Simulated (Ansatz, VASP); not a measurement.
Two plane-wave programs on Ru

Contents of INCAR:

```
PREC     = Accurate       # precision mode
ENCUT    = 520            # plane-wave cutoff, eV
EDIFF    = 1E-6           # SCF threshold, eV
ISMEAR   = -1             # smearing method
SIGMA    = 0.1            # smearing width, eV
LREAL    = F              # projectors in reciprocal space
LASPH    = T              # aspherical terms in the spheres
NELM     = 80             # most SCF steps
ALGO     = Normal         # electronic algorithm
ISIF     = 2              # what is computed and relaxed
LWAVE    = F              # write WAVECAR
LCHARG   = T              # write CHGCAR
GGA      = RE             # functional
LELF     = T              # ELF
LVHAR    = T            
NBANDS   = 13             # bands
```

File KPOINTS:

```
regular mesh
0
Gamma
  14 14 14
```

POSCAR

```
Ru
1.0
    2.4883280724      0.0000000000      0.0000000000
    0.0000000000      2.4883280724      0.0000000000
    0.0000000000      0.0000000000      2.4883280724
Ru
1
Direct
    0.0000000000      0.0000000000      0.0000000000
```

Input for Ansatz:

```yaml
crystal:
  lattice:
    - [2.4883280724, 0.0, 0.0]
    - [0.0, 2.4883280724, 0.0]
    - [0.0, 0.0, 2.4883280724]
  atoms:
    - { symbol: Ru, position: [0.0, 0.0, 0.0] }
hamiltonian:
  xc: revpbe
  pseudopotentials:
    kind: paw
    azcp:
      Ru: "pseudopotentials/Ru.paw.azcp"
basis:
  ecutwfc: 420
  fft_grid_basis: typed
kpoints:
  mp_grid: { grid: [14, 14, 14], shift: [0, 0, 0] }
magnetization:
  spin_polarized: false
scf:
  occupations: { method: fermi_dirac, width: 0.1 }
  lower_state_search: "off"
output:
  stress: true
  write_density: true
  write_potential: true
  elf: true
  volumetric_format: npy
```

Alike in both runs: task single point; functional revPBE; k mesh 14 × 14 × 14; occupations fermi-dirac, width 0.1 eV; no spin polarisation.

|  | VASP | Ansatz |
| --- | --- | --- |
| version | VASP 6.6.1 | Ansatz 0.2.0 |
| potentials or method | VASP PAW PBE potentials, release 64 (Ru_pv), cutoff 520 eV | plane waves (420 eV) with PAW, scalar-relativistic |
| valence electrons in the cell | 14 | 16 |

VASP gave:

* pressure (GPa): 9.7

**Question.** What did Ansatz give for the same quantities?

**Answer.** Pressure (GPa): 9.6.

VASP's potentials were made for PBE, not for revPBE. With one functional, cell and mesh, what is left measures potentials, basis and numerics. VASP's potentials hold 14 valence electrons a cell and Ansatz's 16, so a difference there can come from the potentials and not from the codes.
